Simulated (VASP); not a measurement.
# Mg2Si3 (R-3m) in VASP: a series of runs

Mg2Si3 is run at these levels: PBE; tasks: single point, relaxation of cell and atoms.

Everything below comes from runs of VASP 6.6.1. Logs are shortened: lines on timing, memory, paths and dates and some standing lists are left out, and cuts for length are marked.

## (1) The cell of the first run

Symmetry: R-3m, No. 166, trigonal system. Conventional cell: a = 3.560 Å, b = 3.560 Å, c = 27.051 Å, α = 90.00°, β = 90.00°, γ = 120.00°. Within 3.8 Å of Mg (site symmetry 3m) lie 9 Si at 2.81 to 3.75 Å and 6 Mg at 3.56 Å. Si (site symmetry -3m) has 6 Mg at 2.81 Å and 6 Si at 3.56 Å within 3.7 Å. Si (site symmetry 3m) has 3 Si at 2.33 Å and 3 Mg at 2.89 Å within 3.1 Å.

## (2) Single point, PBE

INCAR reads:

```
  PREC = Accurate
  ENCUT = 520
  EDIFF = 1E-6
  ISMEAR = 0
  SIGMA = 0.1
  LREAL = F
  LASPH = T
  NELM = 100
  ALGO = Normal
  ISIF = 2
  LWAVE = F
  LCHARG = F
  GGA = PE
  NBANDS = 16
```

KPOINTS reads:

```
Automatic mesh
0
Gamma
  12 12 12
```

POSCAR reads:

```
Mg2Si3
1.0
    1.7798838437      1.0276164163      9.0169359950
   -1.7798838437      1.0276164163      9.0169359950
    0.0000000000     -2.0552328326      9.0169359950
Mg Si
2 3
Direct
    0.4044239550      0.4044239550      0.4044239550
    0.5955760450      0.5955760450      0.5955760450
    0.0000000000      0.0000000000      0.0000000000
    0.1869572346      0.1869572346      0.1869572346
    0.8130427654      0.8130427654      0.8130427654
```

Potentials or basis: VASP PAW PBE potentials, release 64 (Mg, Si).

On the command line:

```sh
$ cat potpaw_PBE.64/Mg/POTCAR potpaw_PBE.64/Si/POTCAR > POTCAR
$ mpirun -np 1 vasp_std > vasp.out
```

OUTCAR:

```text
PREC = Accurate
   ENCUT = 520
   EDIFF = 1E-6
   ISMEAR = 0
   LREAL = F
   LASPH = T
   NELM = 100
   ISIF = 2
   GGA = PE

 ion  position               nearest neighbor table
   1  0.404  0.404  0.404-   3 2.81   3 2.81   3 2.81   5 2.89   5 2.89   5 2.89
   2  0.596  0.596  0.596-   3 2.81   3 2.81   3 2.81   4 2.89   4 2.89   4 2.89
   3  0.000  0.000  0.000-   2 2.81   2 2.81   1 2.81   1 2.81   2 2.81   1 2.81
   4  0.187  0.187  0.187-   5 2.33   5 2.33   5 2.33   2 2.89   2 2.89   2 2.89
   5  0.813  0.813  0.813-   4 2.33   4 2.33   4 2.33   1 2.89   1 2.89   1 2.89

  LATTYP: Found a trigonal (rhomboedric) cell.
 ALAT       =     9.2481953231
 COS(alpha) =     0.9259202803

  Lattice vectors:

 A1 = (   1.7798838437,   1.0276164163,   9.0169359950)
 A2 = (  -1.7798838437,   1.0276164163,   9.0169359950)
 A3 = (   0.0000000000,  -2.0552328326,   9.0169359950)

Analysis of symmetry for initial positions (statically):
=====================================================================
 Subroutine PRICEL returns:
 Original cell was already a primitive cell.

 Routine SETGRP: Setting up the symmetry group for a
 trigonal (rhombohedral) supercell.

 Subroutine GETGRP returns: Found 12 space group operations
 (whereof 12 operations were pure point group operations)
 out of a pool of 12 trial point group operations.

The static configuration has the point symmetry D_3d.

Analysis of symmetry for dynamics (positions and initial velocities):
=====================================================================
 Subroutine PRICEL returns:
 Original cell was already a primitive cell.

 Routine SETGRP: Setting up the symmetry group for a
 trigonal (rhombohedral) supercell.

 Subroutine GETGRP returns: Found 12 space group operations
 (whereof 12 operations were pure point group operations)
 out of a pool of 12 trial point group operations.

The dynamic configuration has the point symmetry D_3d.

 Subroutine INISYM returns: Found 12 space group operations
 (whereof 12 operations are pure point group operations),
 and found     1 'primitive' translations

----------------------------------------------------------------------------------------

                                     Primitive cell

  volume of cell :      98.9539

  direct lattice vectors                    reciprocal lattice vectors
     1.779883844  1.027616416  9.016935995     0.280917208  0.162187626  0.036967472
    -1.779883844  1.027616416  9.016935995    -0.280917208  0.162187626  0.036967472
     0.000000000 -2.055232833  9.016935995     0.000000000 -0.324375251  0.036967472

  length of vectors
     9.248195323  9.248195323  9.248195323     0.326474957  0.326474957  0.326474957

  position of ions in fractional coordinates (direct lattice)
     0.404423955  0.404423955  0.404423955
     0.595576045  0.595576045  0.595576045
     0.000000000  0.000000000  0.000000000
     0.186957235  0.186957235  0.186957235
     0.813042765  0.813042765  0.813042765

  ion indices of the primitive-cell ions
   primitive index   ion index
                 1           1
                 2           2
                 3           3
                 4           4
                 5           5

----------------------------------------------------------------------------------------

 KPOINTS: Automatic mesh

Automatic generation of k-mesh.
 Grid dimensions read from file:
 generate k-points for:   12   12   12

 Generating k-lattice:

  Cartesian coordinates                     Fractional coordinates (reciprocal lattice)
     0.023409767  0.013515635  0.003080623     0.083333333 -0.000000000  0.000000000
    -0.023409767  0.013515635  0.003080623    -0.000000000  0.083333333  0.000000000
     0.000000000 -0.027031271  0.003080623     0.000000000  0.000000000  0.083333333

  Length of vectors
     0.027206246  0.027206246  0.027206246

  Shift w.r.t. Gamma in fractional coordinates (k-lattice)
     0.000000000  0.000000000  0.000000000

 Subroutine IBZKPT returns following result:
 ===========================================

 Found    189 irreducible k-points:

 Following reciprocal coordinates:
            Coordinates               Weight
  0.000000  0.000000  0.000000      1.000000
  0.083333  0.000000  0.000000      6.000000
  0.166667  0.000000  0.000000      6.000000
  0.250000  0.000000  0.000000      6.000000
  0.333333  0.000000  0.000000      6.000000
  0.416667  0.000000  0.000000      6.000000
[... 16 lines left out ...]
  0.500000  0.166667  0.000000     12.000000
 -0.416667  0.166667 -0.000000     12.000000
 [... further k-points ...]
   k-points           NKPTS =    189   k-points in BZ     NKDIM =    189   number of bands    NBANDS=     16
   number of dos      NEDOS =    301   number of ions     NIONS =      5
   total plane-waves  NPLWV = 343000
   dimension x,y,z NGX =    70 NGY =   70 NGZ =   70
   dimension x,y,z NGXF=   140 NGYF=  140 NGZF=  140
   ions per type =               2   3
   NGX,Y,Z   is equivalent  to a cutoff of  12.58, 12.58, 12.58 a.u.
   NGXF,Y,Z  is equivalent  to a cutoff of  25.17, 25.17, 25.17 a.u.
 SYSTEM =  unknown system
   PREC   = accura    normal or accurate (medium, high low for compatibility)
   ISTART =      0    job   : 0-new  1-cont  2-samecut
   ICHARG =      2    charge: 1-file 2-atom 10-const
   ISPIN  =      1    spin polarized calculation?
   LNONCOLLINEAR =      F non collinear calculations
   LSORBIT =      F    spin-orbit coupling
   LASPH  =      T    aspherical Exc in radial PAW
   ENCUT  =  520.0 eV  38.22 Ry    6.18 a.u.  17.20 17.20 17.20*2*pi/ulx,y,z
   NELM   =    100;   NELMIN=  2; NELMDL= -5     # of ELM steps
   EDIFF  = 0.1E-05   stopping-criterion for ELM
   LREAL  =      F    real-space projection
   EDIFFG = 0.1E-04   stopping-criterion for IOM
   NSW    =      0    number of steps for IOM
   IBRION =     -1    ionic relax: 0-MD 1-quasi-New 2-CG
   NFREE  =      0    steps in history (QN), initial steepest desc. (CG)
   ISIF   =      2    stress and relaxation
   ISYM   =      2    0-nonsym 1-usesym 2-fastsym
   POTIM  = 0.5000    time-step for ionic-motion
   TEBEG  =    0.0;   TEEND  =   0.0 temperature during run
   PSTRESS=    0.0 pullay stress
   NELECT =      16.0000    total number of electrons
   NUPDOWN=      -1.0000    fix difference up-down
   EMIN   =  10.00;   EMAX   =-10.00  energy-range for DOS
   EFERMI =   0.00;   METHOD = LEGACY
   ISMEAR =     0;   SIGMA  =   0.10  broadening in eV -4-tet -1-fermi 0-gaus
   EFERMI_NEDOS =   21; number of points for ismear=-14 and -15
   IALGO  =     38    algorithm
   IMIX   =      4    mixing-type and parameters
     AMIX     =   0.40;   BMIX     =  1.00
     AMIX_MAG =   1.60;   BMIX_MAG =  1.00
  volume/ion in A,a.u.               =      19.79       133.55
  Fermi-wavevector in a.u.,A,eV,Ry     =   0.891875  1.685399 10.822625  0.795440
  Thomas-Fermi vector in A             =   2.013751
   LORBIT       =      0    0 simple, 1 ext, 2 COOP (PROOUT), +10 PAW based schemes
   GGA     = PE    functional components
   LHFCALC =     F    Hartree Fock is set to
   AEXX    =    0.0000 exact exchange contribution
   IVDW    =     0    specifies the selected vdW correction
   LEPSILON=     F    determine dielectric tensor
   LRPA    =     F    only Hartree local field effects (RPA)
 non-spin polarized calculation
 Gauss-broadening in eV      SIGMA  =   0.10
  energy-cutoff  :      520.00
  volume of cell :       98.95
 maximum number of plane-waves:      2715
 NGX is ok and might be reduce to    70
   NGX = 35   NGY = 35   NGZ = 35

 number of electron      16.0000000 magnetization

 Free energy of the ion-electron system (eV)
  ---------------------------------------------------
  ext. energy  EPLUGINS =         0.00000000
  ---------------------------------------------------
  free energy    TOTEN  =       -18.48021724 eV

  energy without entropy =      -18.47304511  energy(sigma->0) =      -18.47663118

 E-fermi :   4.9026     XC(G=0):  -9.3909

 val. band max:        4.8969829265   @ k =  -0.4167   0.4167   0.2500
 cond. band min:       4.9133597087   @ k =  -0.4167   0.5000   0.2500
 fundamental gap:      0.0163767822
 Fermi energy:         4.9026357894

 k-point     1 :       0.0000    0.0000    0.0000
  band No.  band energies     occupation
      1      -6.7199      2.00000
      2      -4.1598      2.00000
      3      -1.9173      2.00000
      4       1.9848      2.00000
      5       2.6554      2.00000
      6       5.4817      0.00000
[... 8 lines left out ...]
     15      11.9906      0.00000
     16      11.9923      0.00000

 k-point     2 :       0.0833    0.0000    0.0000
  band No.  band energies     occupation
      1      -6.6192      2.00000
      2      -4.0648      2.00000
      3      -1.8139      2.00000
      4       2.0300      2.00000
      5       2.7843      2.00000
      6       4.6734      1.99881
[... 8 lines left out ...]
     15      11.3302      0.00000
     16      11.9577      0.00000

 k-point     3 :       0.1667    0.0000    0.0000
  band No.  band energies     occupation
      1      -6.3185      2.00000
      2      -3.7828      2.00000
      3      -1.5084      2.00000
      4       2.1482      2.00000
      5       3.1205      2.00000
      6       3.2012      2.00000
[... 8 lines left out ...]
     15      11.2101      0.00000
     16      11.5304      0.00000

 k-point     4 :       0.2500    0.0000    0.0000
  band No.  band energies     occupation
      1      -5.8228      2.00000
      2      -3.3246      2.00000
      3      -1.0277      2.00000
      4       1.4193      2.00000
      5       2.6239      2.00000
      6       3.5726      2.00000
[... 8 lines left out ...]
     15      10.9727      0.00000
     16      11.3254      0.00000

 k-point     5 :       0.3333    0.0000    0.0000
  band No.  band energies     occupation
      1      -5.1455      2.00000
      2      -2.7203      2.00000
      3      -0.6773      2.00000
      4       0.2852      2.00000
      5       2.5912      2.00000
      6       3.2037      2.00000
[... 8 lines left out ...]
     15      10.4878      0.00000
     16      11.1705      0.00000

 k-point     6 :       0.4167    0.0000    0.0000
  band No.  band energies     occupation
      1      -4.3349      2.00000
      2      -2.0690      2.00000
      3      -1.6213      2.00000
      4       0.7323      2.00000
      5       1.5694      2.00000
      6       3.2020      2.00000
[... 8 lines left out ...]
     15       9.5816      0.00000
     16      10.9882      0.00000
[... 267 lines left out ...]
 k-point    21 :       0.3333    0.1667    0.0000
  band No.  band energies     occupation
      1      -5.5263      2.00000
      2      -3.0768      2.00000
      3      -0.6946      2.00000
      4       1.2125      2.00000
      5       2.4363      2.00000
      6       2.7323      2.00000
[... 8 lines left out ...]
     15      10.6729      0.00000
     16      10.8259      0.00000

 k-point    22 :       0.4167    0.1667    0.0000
  band No.  band energies     occupation
      1      -4.8537      2.00000
      2      -2.4895      2.00000
      3      -0.5618      2.00000
      4       0.5811      2.00000
      5       1.9568      2.00000
      6       2.6465      2.00000
[... 8 lines left out ...]
     15      10.5247      0.00000
     16      10.9234      0.00000

 k-point    23 :       0.5000    0.1667    0.0000
  band No.  band energies     occupation
      1      -4.0455      2.00000
      2      -1.8618      2.00000
      3      -1.5066      2.00000
      4       1.0383      2.00000
      5       1.5636      2.00000
      6       1.9597      2.00000
[... 8 lines left out ...]
     15       9.6759      0.00000
     16      11.2488      0.00000

 k-point    24 :      -0.4167    0.1667   -0.0000
  band No.  band energies     occupation
      1      -3.4581      2.00000
      2      -2.2146      2.00000
      3      -1.5142      2.00000
      4       1.1652      2.00000
      5       1.2993      2.00000
      6       2.0796      2.00000
[... 8 lines left out ...]
     15       9.5371      0.00000
     16      11.4638      0.00000

 [... further k-points ...]

------------------------ aborting loop because EDIFF is reached ----------------------------------------

  FORCE on cell =-STRESS in cart. coord.  units (eV):
  Direction    XX          YY          ZZ          XY          YZ          ZX
  --------------------------------------------------------------------------------------
  -------------------------------------------------------------------------------------
  Total       -0.0926846     -0.0926846     -0.1049672      0.0000000      0.0000000      0.0000000
  in kB       -1.5006695     -1.5006695     -1.6995388      0.0000000      0.0000000      0.0000000
  external PRESSURE =      -1.5669593 kB  Pullay stress =       0.0000000 kB

 VOLUME and BASIS-vectors are now :
 -----------------------------------------------------------------------------
  energy-cutoff  :      520.00
  volume of cell :       98.95
      direct lattice vectors                 reciprocal lattice vectors
     1.779883844  1.027616416  9.016935995     0.280917208  0.162187626  0.036967472
    -1.779883844  1.027616416  9.016935995    -0.280917208  0.162187626  0.036967472
     0.000000000 -2.055232833  9.016935995     0.000000000 -0.324375251  0.036967472

 POSITION                                       TOTAL-FORCE (eV/Angst)
 -----------------------------------------------------------------------------------
      0.00000      0.00000     10.93999        -0.000000      0.000000     -0.004490
      0.00000      0.00000     16.11081        -0.000000      0.000000      0.004490
      0.00000      0.00000      0.00000         0.000000      0.000000      0.000000
      0.00000      0.00000      5.05734        -0.000000     -0.000000     -0.013892
      0.00000      0.00000     21.99346        -0.000000      0.000000      0.013892
 -----------------------------------------------------------------------------------
    total drift:                                0.000000      0.000000      0.000000

  FREE ENERGIE OF THE ION-ELECTRON SYSTEM (eV)
  ---------------------------------------------------
  free  energy   TOTEN  =       -18.4802172390 eV

  energy  without entropy=      -18.4730451112  energy(sigma->0) =      -18.47663118
```

Wall time 22 min (1 thread of Intel Xeon Platinum 8488C (Sapphire Rapids), shared host); peak memory 0.83 GiB.

What came out:

```
Free energy            : -18.4802 eV
Pressure               : -0.2 GPa
Largest force          : 0.014 eV/Å
Band gap on the k mesh : zero (bands 8 and 9 overlap by 4.55 eV)
```

Forces on the atoms (eV/Å):
```
Mg   0.000  0.000 -0.004
Mg   0.000  0.000  0.004
Si   0.000  0.000  0.000
Si   0.000  0.000 -0.014
Si   0.000  0.000  0.014
```

Levels at points of the mesh, in eV from the Fermi level:
| k point | band 4 | band 5 | band 6 | band 7 | band 8 | band 9 | band 10 | band 11 | band 12 | band 13 |
| --- | --- | --- | --- | --- | --- | --- | --- | --- | --- | --- |
| (0.00, 0.00, 0.00) | -2.92 | -2.25 | 0.58 | 0.58 | 3.17 | 3.17 | 3.62 | 3.62 | 4.40 | 5.07 |
| (0.50, 0.00, 0.00) | -4.02 | -3.31 | -2.51 | -1.52 | -0.95 | 0.80 | 1.23 | 1.25 | 2.30 | 3.37 |
| (0.50, 0.50, 0.00) | -4.05 | -3.20 | -2.10 | -1.59 | -1.52 | 0.33 | 1.30 | 1.82 | 2.35 | 3.71 |
| (0.50, 0.50, 0.50) | -4.74 | 0.10 | 0.58 | 0.58 | 2.26 | 3.19 | 3.19 | 3.62 | 3.62 | 4.43 |

[end of part 1 of 2]
